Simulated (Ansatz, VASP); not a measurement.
## Two plane-wave programs on Ge

POSCAR

```
Ge
1.0
    3.9956487014      0.0000000000      0.0000000000
   -1.9978243507      3.4603332800      0.0000000000
    0.0000000000      0.0000000000      6.5036702942
Ge
4
Direct
    0.6666666667      0.3333333333      0.0629814339
    0.3333333333      0.6666666667      0.5629814339
    0.6666666667      0.3333333333      0.4370185661
    0.3333333333      0.6666666667      0.9370185661
```

INCAR.step1

```
SYSTEM = Ge
PREC     = Accurate       ! precision mode
ENCUT    = 520            ! plane-wave cutoff, eV
ISMEAR   = 0              ! smearing method
SIGMA    = 0.03           ! smearing width, eV
LREAL    = .FALSE.        ! projectors in reciprocal space
LASPH    = .TRUE.         ! aspherical terms in the spheres
NELM     = 60             ! most SCF steps
NBANDS   = 36             ! bands
GGA      = PE             ! functional
ALGO     = Normal         ! electronic algorithm
EDIFF    = 1E-4           ! SCF threshold, eV
LWAVE    = .TRUE.         ! write WAVECAR
LCHARG   = .FALSE.        ! write CHGCAR
```

File INCAR.step2:

```
SYSTEM = Ge
PREC     = Accurate       ! precision mode
ENCUT    = 520            ! plane-wave cutoff, eV
EDIFF    = 1E-6           ! SCF threshold, eV
ISMEAR   = 0              ! smearing method
SIGMA    = 0.03           ! smearing width, eV
LREAL    = .FALSE.        ! projectors in reciprocal space
LASPH    = .TRUE.         ! aspherical terms in the spheres
NELM     = 60             ! most SCF steps
ALGO     = Normal         ! electronic algorithm
ISIF     = 2              ! what is computed and relaxed
LWAVE    = .FALSE.        ! write WAVECAR
LCHARG   = .FALSE.        ! write CHGCAR
METAGGA  = R2SCAN         ! meta-GGA
LMIXTAU  = .TRUE.       
NBANDS   = 36             ! bands
ISTART   = 1
```

File KPOINTS:

```
regular mesh
0
G
  12 12 6
  0 0 0
```

Input for Ansatz:

```yaml
crystal:
  lattice:
    - [3.9956487014, 0.0, 0.0]
    - [-1.9978243507, 3.46033328, 0.0]
    - [0.0, 0.0, 6.5036702942]
  atoms:
    - { symbol: Ge, position: [0.6666666667, 0.3333333333, 0.0629814339] }
    - { symbol: Ge, position: [0.3333333333, 0.6666666667, 0.5629814339] }
    - { symbol: Ge, position: [0.6666666667, 0.3333333333, 0.4370185661] }
    - { symbol: Ge, position: [0.3333333333, 0.6666666667, 0.9370185661] }
basis:
  ecutwfc: 500
kpoints:
  mp_grid: { grid: [12, 12, 6] }
hamiltonian:
  xc: r2scan
scf:
  occupations: { method: gaussian, width: 0.03 }
output:
  forces: true
  stress: true
  eigenvalues: true
```

Change from the starting cell: strain +0.000 along x and y, -0.015 along z, atoms carried along.

Alike in both runs: task single point; functional r2SCAN; k mesh 12 × 12 × 6; occupations gaussian, width 0.03 eV; no spin polarisation.

|  | VASP | Ansatz |
| --- | --- | --- |
| version | VASP 6.6.1 | Ansatz 0.2.0 |
| potentials or method | VASP PAW PBE potentials, release 64 (Ge_d), cutoff 520 eV | scalar-relativistic, plane waves, PAW |
| valence electrons in the cell | 56 | 56 |

```tsv
	VASP	Ansatz	Ansatz less VASP
gap on the k mesh at the Fermi level (eV)	none	none	-
pressure (GPa)	1.2	1.2	-0.05
traceless stress, the component that is largest in VASP (GPa)	2.01	2.01	-0.002
rms of the force components (eV/Å)	0.084	0.084	+0.0005
```

VASP's potentials were made for PBE, not for r2SCAN. Atom by atom the forces differ by 0.001 eV/Å (rms over components). A gap of «none» marks a metal or a gap that the smearing closes. The functional is the same, so the differences come from potentials, cutoffs and numerics.
